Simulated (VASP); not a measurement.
## C: single point with r2SCAN

C, a slab with vacuum:

```
CELL_PARAMETERS angstrom
2.42297 0.00000 0.00000
-1.21149 2.09836 0.00000
0.00000 0.00000 8.40860
ATOMIC_POSITIONS crystal
C 0.66667 0.33333 0.00000
C 0.33333 0.66667 0.00000
```

```json
{
  "Program": "VASP 6.6.1",
  "Task": "single point",
  "Functional": "r2SCAN",
  "Potentials or basis": "VASP PAW PBE potentials, release 64 (C)",
  "Cutoff": "520 eV",
  "k mesh": "12 × 12 × 3",
  "Occupations": "fermi-dirac, width 0.05 eV",
  "Spin": "no spin polarisation",
  "Dipole correction": "no",
  "Further INCAR settings": "ALGO = Normal; EDIFF = 1e-06; NBANDS = 11"
}
```

```json
{"Band gap on the k mesh": "zero (filled and empty bands touch)"}
```

Levels at points of the mesh, in eV from the Fermi level:
| k point | band 2 | band 3 | band 4 | band 5 | band 6 | band 7 |
| --- | --- | --- | --- | --- | --- | --- |
| (0.00, 0.00, 0.00) | -8.44 | -3.22 | -3.22 | 3.24 | 5.76 | 7.30 |
| (0.50, 0.00, 0.00) | -14.38 | -6.97 | -2.62 | 1.82 | 8.18 | 11.57 |

Wall time 48 s on 1 thread of Intel(R) Xeon(R) Platinum 8559C (Emerald Rapids), with other jobs on the host, peak memory 0.15 GiB.
